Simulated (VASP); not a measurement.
Input of a VASP 6.6.1 run:

Contents of INCAR:

```
SYSTEM = BaCaBr4
PREC     = Accurate       ! precision mode
ENCUT    = 520            ! plane-wave cutoff, eV
EDIFF    = 1E-6           ! SCF threshold, eV
ISMEAR   = 0              ! smearing method
SIGMA    = 0.1            ! smearing width, eV
LREAL    = .FALSE.        ! projectors in reciprocal space
LASPH    = .TRUE.         ! aspherical terms in the spheres
NELM     = 100            ! most SCF steps
ALGO     = Normal         ! electronic algorithm
ISIF     = 2              ! what is computed and relaxed
LWAVE    = .FALSE.        ! write WAVECAR
LCHARG   = .FALSE.        ! write CHGCAR
GGA      = PE             ! functional
NBANDS   = 33             ! bands
```

Contents of KPOINTS:

```
Automatic mesh
0
G
  8 8 8
  0 0 0
```

The input POSCAR:

```
BaCaBr4
1.0
    0.0000000000      4.6742992772      4.6742992772
    4.6742992772      0.0000000000      4.6742992772
    4.6742992772      4.6742992772      0.0000000000
Ba Ca Br
1 1 4
Direct
    0.0000000000      0.0000000000      0.0000000000
    0.2500000000      0.2500000000      0.2500000000
    0.6246141294      0.6246141294      0.1261576119
    0.6246141294      0.1261576119      0.6246141294
    0.1261576119      0.6246141294      0.6246141294
    0.6246141294      0.6246141294      0.6246141294
```

Potentials or basis: VASP PAW PBE potentials, release 64 (Ba_sv, Ca_sv, Br).

Run with:

```sh
$ cat potpaw_PBE.64/Ba_sv/POTCAR potpaw_PBE.64/Ca_sv/POTCAR potpaw_PBE.64/Br/POTCAR > POTCAR
$ mpirun -np 1 vasp_std > vasp.out
```

Q: Predict the largest force.

A: 0.006 eV/Å.

Q: Predict the pressure.

A: 0.1 GPa.

Q: What does it give for the band gap on the k mesh?

A: Zero (band 24 reaches 2.68 eV, above the bottom of band 25 at 2.60 eV).

Forces in eV/Å, atoms in the order of the input:
```
Ba   0.000  0.000  0.000
Ca   0.000  0.000  0.000
Br   0.004  0.004 -0.004
Br   0.004 -0.004  0.004
Br  -0.004  0.004  0.004
Br  -0.004 -0.004 -0.004
```

Caveat: spin-orbit coupling is left out, which moves the levels of the heavy elements.
